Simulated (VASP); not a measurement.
# Co (P6_3/mmc) in VASP: notebook, part 2 of 2

VASP 6.6.1. The steps go on from the part before.

## Step 3: Single point, LDA, collinear spin, ferromagnetic start

Contents of INCAR:

```
SYSTEM = Co
ALGO = Normal
EDIFF = 1E-6
ENCUT = 520
GGA = CA
ISIF = 2
ISMEAR = 0
ISPIN = 2
LASPH = .True.
LCHARG = .False.
LMAXMIX = 4
LORBIT = 11
LREAL = .False.
LWAVE = .False.
MAGMOM = 1.5 1.5
NBANDS = 20
NELM = 150
PREC = Accurate
SIGMA = 0.05
```

Contents of KPOINTS:

```
k-points
0
Gamma
  20 20 10
  0 0 0
```

Contents of POSCAR:

```
Co
1.0
    2.4299097488      0.0000000000      0.0000000000
   -1.2149548744      2.1043635714      0.0000000000
    0.0000000000      0.0000000000      3.9159100442
Co
2
Direct
    0.3333333333      0.6666666667      0.7500000000
    0.6666666667      0.3333333333      0.2500000000
```

Potentials or basis: VASP PAW LDA potentials, release 64 (Co).

Started as:

```console
cat potpaw_LDA.64/Co/POTCAR > POTCAR
mpirun -np 1 vasp_std > vasp.out
```

OUTCAR:

```text
SYSTEM = Co
   EDIFF = 1E-6
   ENCUT = 520
   GGA = CA
   ISIF = 2
   ISMEAR = 0
   ISPIN = 2
   LASPH = .True.
   LORBIT = 11
   LREAL = .False.
   NELM = 150
   PREC = Accurate

 ion  position               nearest neighbor table
   1  0.333  0.667  0.750-   2 2.41   2 2.41   2 2.41   2 2.41   2 2.41   2 2.41
   2  0.667  0.333  0.250-   1 2.41   1 2.41   1 2.41   1 2.41   1 2.41   1 2.41

  LATTYP: Found a hexagonal cell.
 ALAT       =     2.4299097488
 C/A-ratio  =     1.6115454684

  Lattice vectors:

 A1 = (   2.4299097488,   0.0000000000,   0.0000000000)
 A2 = (  -1.2149548744,   2.1043635714,   0.0000000000)
 A3 = (   0.0000000000,   0.0000000000,   3.9159100442)

Analysis of symmetry for initial positions (statically):
=====================================================================
 Subroutine PRICEL returns:
 Original cell was already a primitive cell.

 Routine SETGRP: Setting up the symmetry group for a
 hexagonal supercell.

 Subroutine GETGRP returns: Found 24 space group operations
 (whereof 12 operations were pure point group operations)
 out of a pool of 24 trial point group operations.

The static configuration has the point symmetry D_3d.
 The point group associated with its full space group is D_6h.

Analysis of symmetry for dynamics (positions and initial velocities):
=====================================================================
 Subroutine PRICEL returns:
 Original cell was already a primitive cell.

 Routine SETGRP: Setting up the symmetry group for a
 hexagonal supercell.

 Subroutine GETGRP returns: Found 24 space group operations
 (whereof 12 operations were pure point group operations)
 out of a pool of 24 trial point group operations.

The dynamic configuration has the point symmetry D_3d.
 The point group associated with its full space group is D_6h.

Analysis of structural, dynamic, and magnetic symmetry:
=====================================================================
 Subroutine PRICEL returns:
 Original cell was already a primitive cell.

 Routine SETGRP: Setting up the symmetry group for a
 hexagonal supercell.

 Subroutine GETGRP returns: Found 24 space group operations
 (whereof 12 operations were pure point group operations)
 out of a pool of 24 trial point group operations.

The overall configuration has the point symmetry D_3d.
 The point group associated with its full space group is D_6h.

 Subroutine INISYM returns: Found 24 space group operations
 (whereof 12 operations are pure point group operations),
 and found     1 'primitive' translations

----------------------------------------------------------------------------------------

                                     Primitive cell

  volume of cell :      20.0237

  direct lattice vectors                    reciprocal lattice vectors
     2.429909749  0.000000000  0.000000000     0.411537918  0.237601528  0.000000000
    -1.214954874  2.104363571  0.000000000     0.000000000  0.475203056  0.000000000
     0.000000000  0.000000000  3.915910044     0.000000000  0.000000000  0.255368481

  length of vectors
     2.429909749  2.429909749  3.915910044     0.475203056  0.475203056  0.255368481

  position of ions in fractional coordinates (direct lattice)
     0.333333333  0.666666667  0.750000000
     0.666666667  0.333333333  0.250000000

  ion indices of the primitive-cell ions
[... 68 lines left out ...]
   ICHARG =      2    charge: 1-file 2-atom 10-const
   ISPIN  =      2    spin polarized calculation?
   LNONCOLLINEAR =      F non collinear calculations
   LSORBIT =      F    spin-orbit coupling
   LASPH  =      T    aspherical Exc in radial PAW
   ENCUT  =  520.0 eV  38.22 Ry    6.18 a.u.   4.52  4.52  7.28*2*pi/ulx,y,z
   NELM   =    150;   NELMIN=  2; NELMDL= -5     # of ELM steps
   EDIFF  = 0.1E-05   stopping-criterion for ELM
   LREAL  =      F    real-space projection
   EDIFFG = 0.1E-04   stopping-criterion for IOM
   NSW    =      0    number of steps for IOM
   IBRION =     -1    ionic relax: 0-MD 1-quasi-New 2-CG
   NFREE  =      0    steps in history (QN), initial steepest desc. (CG)
   ISIF   =      2    stress and relaxation
   ISYM   =      2    0-nonsym 1-usesym 2-fastsym
   POTIM  = 0.5000    time-step for ionic-motion
   TEBEG  =    0.0;   TEEND  =   0.0 temperature during run
   PSTRESS=    0.0 pullay stress
   NELECT =      18.0000    total number of electrons
   NUPDOWN=      -1.0000    fix difference up-down
   EMIN   =  10.00;   EMAX   =-10.00  energy-range for DOS
   EFERMI =   0.00;   METHOD = LEGACY
   ISMEAR =     0;   SIGMA  =   0.05  broadening in eV -4-tet -1-fermi 0-gaus
   EFERMI_NEDOS =   21; number of points for ismear=-14 and -15
   IALGO  =     38    algorithm
   IMIX   =      4    mixing-type and parameters
     AMIX     =   0.40;   BMIX     =  1.00
     AMIX_MAG =   1.60;   BMIX_MAG =  1.00
  volume/ion in A,a.u.               =      10.01        67.56
  Fermi-wavevector in a.u.,A,eV,Ry     =   1.579978  2.985726 33.964651  2.496331
  Thomas-Fermi vector in A             =   2.680276
   LORBIT       =     11    0 simple, 1 ext, 2 COOP (PROOUT), +10 PAW based schemes
   GGA     = CA    functional components
   LHFCALC =     F    Hartree Fock is set to
   AEXX    =    0.0000 exact exchange contribution
   IVDW    =     0    specifies the selected vdW correction
   LEPSILON=     F    determine dielectric tensor
   LRPA    =     F    only Hartree local field effects (RPA)
 spin polarized calculation
 Gauss-broadening in eV      SIGMA  =   0.05
  energy-cutoff  :      520.00
  volume of cell :       20.02
 maximum number of plane-waves:       557
   NGX =  9   NGY =  9   NGZ = 15

 number of electron      17.9999991 magnetization       2.9739035

 Free energy of the ion-electron system (eV)
  ---------------------------------------------------
  ext. energy  EPLUGINS =         0.00000000
  ---------------------------------------------------
  free energy    TOTEN  =       -16.25217386 eV

  energy without entropy =      -16.25021984  energy(sigma->0) =      -16.25119685

 E-fermi :  11.0769     XC(G=0): -14.2154

 val. band max:       11.0667548965   @ k =   0.3500   0.0500   0.0000
 cond. band min:      11.0795371414   @ k =   0.3500   0.2500   0.4000
 fundamental gap:      0.0127822449
 Fermi energy:        11.0768584416

 spin component 1

 k-point     1 :       0.0000    0.0000    0.0000
  band No.  band energies     occupation
      1       1.7206      1.00000
      2       5.6557      1.00000
      3       8.5374      1.00000
      4       8.5467      1.00000
      5       8.5467      1.00000
      6       8.9152      1.00000
[... 541 lines left out ...]
     19      36.7582      0.00000
     20      37.8664      0.00000

 [... further k-points ...]

 spin component 2

 k-point     1 :       0.0000    0.0000    0.0000
  band No.  band energies     occupation
      1       1.9069      1.00000
      2       6.5224      1.00000
      3       9.9099      1.00000
      4       9.9099      1.00000
      5       9.9140      1.00000
      6      10.3237      1.00000
[... 541 lines left out ...]
     19      37.1574      0.00000
     20      38.3196      0.00000

 [... further k-points ...]

------------------------ aborting loop because EDIFF is reached ----------------------------------------

  FORCE on cell =-STRESS in cart. coord.  units (eV):
  Direction    XX          YY          ZZ          XY          YZ          ZX
  --------------------------------------------------------------------------------------
  -------------------------------------------------------------------------------------
  Total       -0.1564851     -0.1564851     -0.1795327      0.0000000      0.0000000      0.0000000
  in kB      -12.5210289    -12.5210289    -14.3651604      0.0000000      0.0000000      0.0000000
  external PRESSURE =     -13.1357394 kB  Pullay stress =       0.0000000 kB

 VOLUME and BASIS-vectors are now :
 -----------------------------------------------------------------------------
  energy-cutoff  :      520.00
  volume of cell :       20.02
      direct lattice vectors                 reciprocal lattice vectors
     2.429909749  0.000000000  0.000000000     0.411537918  0.237601528  0.000000000
    -1.214954874  2.104363571  0.000000000     0.000000000  0.475203056  0.000000000
     0.000000000  0.000000000  3.915910044     0.000000000  0.000000000  0.255368481

 POSITION                                       TOTAL-FORCE (eV/Angst)
 -----------------------------------------------------------------------------------
     -0.00000      1.40291      2.93693         0.000000      0.000000      0.000000
      1.21495      0.70145      0.97898        -0.000000     -0.000000      0.000000
 -----------------------------------------------------------------------------------
    total drift:                                0.000000     -0.000000     -0.000000

  FREE ENERGIE OF THE ION-ELECTRON SYSTEM (eV)
  ---------------------------------------------------
  free  energy   TOTEN  =       -16.2521738571 eV

  energy  without entropy=      -16.2502198395  energy(sigma->0) =      -16.25119685

 total charge

# of ion       s       p       d       tot
------------------------------------------
    1        0.523   0.588   7.339   8.450
    2        0.523   0.588   7.339   8.450
--------------------------------------------------
tot          1.046   1.177  14.679  16.901

 magnetization (x)

# of ion       s       p       d       tot
------------------------------------------
    1       -0.013  -0.038   1.532   1.480
    2       -0.013  -0.038   1.532   1.480
--------------------------------------------------
tot         -0.027  -0.077   3.064   2.961
```

It took 75 s on 1 thread of Intel Xeon 6975P-C (Granite Rapids), shared host; peak memory 0.24 GiB.

Results:

```
Free energy                                           : -16.2522 eV
Pressure                                              : -1.3 GPa
Net moment                                            : 2.97 μB per cell
Site moments                                          : Co +1.48 μB
Valence electrons inside the program's atomic spheres : Co 8.45
```

Levels at points of the mesh, in eV from the Fermi level:
Spin up:
| k point | band 7 | band 8 | band 9 | band 10 | band 11 | band 12 | band 13 | band 14 |
| --- | --- | --- | --- | --- | --- | --- | --- | --- |
| (0.00, 0.00, 0.00) | -2.16 | -1.77 | -1.77 | -0.48 | -0.48 | -0.04 | 7.27 | 22.63 |
| (0.50, 0.00, 0.00) | -2.06 | -0.35 | -0.21 | -0.17 | 1.68 | 3.85 | 10.42 | 11.15 |
| (0.00, 0.00, 0.50) | -2.61 | -2.61 | -0.84 | -0.84 | -0.84 | -0.84 | 16.11 | 16.11 |
| (0.50, 0.00, 0.50) | -0.83 | -0.83 | -0.24 | -0.24 | 1.81 | 1.81 | 8.13 | 8.13 |
Spin down:
```csv
k point,band 5,band 6,band 7,band 8,band 9,band 10
"(0.00, 0.00, 0.00)",-1.16,-0.75,-0.75,-0.31,-0.31,0.13
"(0.50, 0.00, 0.00)",-1.36,-1.19,-0.73,1.22,1.38,1.41
"(0.00, 0.00, 0.50)",-1.25,-1.25,-1.25,-1.25,0.70,0.70
"(0.50, 0.00, 0.50)",-0.17,-0.17,0.32,0.32,1.33,1.33
```

## Step 4: Single point, LDA, collinear spin, ferromagnetic start

Contents of INCAR:

```
SYSTEM = Co
  ALGO = Normal
  EDIFF = 1E-6
  ENCUT = 520
  GGA = CA
  ISIF = 2
  ISMEAR = 0
  ISPIN = 2
  LASPH = .True.
  LCHARG = .False.
  LMAXMIX = 4
  LORBIT = 11
  LREAL = .False.
  LWAVE = .False.
  MAGMOM = 1.72 1.72
  NBANDS = 20
  NELM = 150
  PREC = Accurate
  SIGMA = 0.05
```

Contents of KPOINTS:

```
k-points
0
Gamma
  20 20 12
  0 0 0
```

Contents of POSCAR:

```
Co
1.0
    2.4294441922      0.0000000000      0.0000000000
   -1.2147220961      2.1039603875      0.0000000000
    0.0000000000      0.0000000000      3.9179299248
Co
2
Direct
    0.3333333333      0.6666666667      0.7500000000
    0.6666666667      0.3333333333      0.2500000000
```

Started as:

```console
cat potpaw_LDA.64/Co/POTCAR > POTCAR
mpirun -np 1 vasp_std > vasp.out
```

Run time: 88 s. Hardware: 1 thread of Intel Xeon 6975P-C (Granite Rapids), shared host; peak memory 0.26 GiB.

Results (log left out):

```
Free energy                                           : -16.2524 eV
Pressure                                              : -1.3 GPa
Net moment                                            : 2.98 μB per cell
Site moments                                          : Co +1.49 μB
Valence electrons inside the program's atomic spheres : Co 8.45
```

Stress tensor (GPa, compression positive):
```
-1.17  0.00  0.00
 0.00 -1.17  0.00
 0.00  0.00 -1.45
```

Levels at points of the mesh, in eV from the Fermi level:
Spin up:
```
           k point  band 6  band 7  band 8  band 9  band 10  band 11  band 12  band 13  band 14  band 15
(0.00, 0.00, 0.00)   -2.17   -2.17   -1.77   -1.77    -0.49    -0.49    -0.06     7.25    22.64    25.92
(0.50, 0.00, 0.00)   -2.45   -2.07   -0.36   -0.22    -0.18     1.68     3.85    10.40    11.13    13.65
(0.00, 0.00, 0.50)   -2.62   -2.62   -2.62   -0.85    -0.85    -0.85    -0.85    16.09    16.09    23.40
(0.50, 0.00, 0.50)   -1.62   -0.83   -0.83   -0.25    -0.25     1.80     1.80     8.12     8.12    19.38
```
Spin down:
```csv
k point,band 5,band 6,band 7,band 8,band 9,band 10
"(0.00, 0.00, 0.00)",-1.17,-0.76,-0.76,-0.31,-0.31,0.12
"(0.50, 0.00, 0.00)",-1.36,-1.19,-0.74,1.21,1.37,1.40
"(0.00, 0.00, 0.50)",-1.25,-1.25,-1.25,-1.25,0.69,0.69
"(0.50, 0.00, 0.50)",-0.17,-0.17,0.32,0.32,1.33,1.33
```

## Step 5: Overview

| spin | cell | k mesh | gap on the mesh (eV) | pressure (GPa) | moment (μB) |
| --- | --- | --- | --- | --- | --- |
| off | a = 2.429, b = 2.429, c = 3.918 Å, angles 90.0, 90.0, 120.0°, 2 atoms | 20 × 20 × 12 | none | -12.5 | - |
| collinear, ferromagnetic start | a = 2.430, b = 2.430, c = 3.916 Å, angles 90.0, 90.0, 120.0°, 2 atoms | 20 × 20 × 10 | none | -1.3 | 2.97 |
| collinear, ferromagnetic start | a = 2.429, b = 2.429, c = 3.918 Å, angles 90.0, 90.0, 120.0°, 2 atoms | 20 × 20 × 12 | none | -1.3 | 2.98 |

Alike in all rows: task single point; level LDA; potentials or basis VASP PAW LDA potentials, release 64 (Co); cutoff (eV) 520; smearing gaussian 0.05 eV.

Caveats: the cell stands under tension (at least some runs).

Total energies depend on the potentials used, so only differences within one code and one set of settings carry meaning.
